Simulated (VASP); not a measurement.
Input of a VASP 6.6.1 run:

The input INCAR:

```
PREC     = Accurate       # precision mode
ENCUT    = 520            # plane-wave cutoff, eV
EDIFF    = 1E-7           # SCF threshold, eV
ISMEAR   = 0              # smearing method
SIGMA    = 0.02           # smearing width, eV
LREAL    = F              # projectors in reciprocal space
LASPH    = T              # aspherical terms in the spheres
NELM     = 60             # most SCF steps
ALGO     = Normal         # electronic algorithm
ISIF     = 2              # what is computed and relaxed
LWAVE    = F              # write WAVECAR
LCHARG   = F              # write CHGCAR
GGA      = PE             # functional
IVDW     = 12             # dispersion correction
NBANDS   = 11             # bands
```

The input KPOINTS:

```
regular mesh
0
Gamma
  14 14 14
```

The input POSCAR:

```
C
1.0
    0.0000000000      2.1345498270      3.4030701025
    1.2324752580      0.0000000000      3.4030701025
    1.2324752580      2.1345498270      0.0000000000
C
2
Direct
    0.1667306021      0.8332693979      0.1667306021
    0.8332693979      0.1667306021      0.8332693979
```

Potentials or basis: VASP PAW PBE potentials, release 64 (C).

Launch:

```bash
$ cat potpaw_PBE.64/C/POTCAR > POTCAR
$ mpirun -np 1 vasp_std > vasp.out
```

What does it give for the dispersion energy per atom?

-0.154 eV.

What does it give for the pressure?

0.5 GPa.

Stress tensor (GPa, compression positive):
```
 0.72  0.00  0.00
 0.00  0.71  0.00
 0.00  0.00 -0.05
```
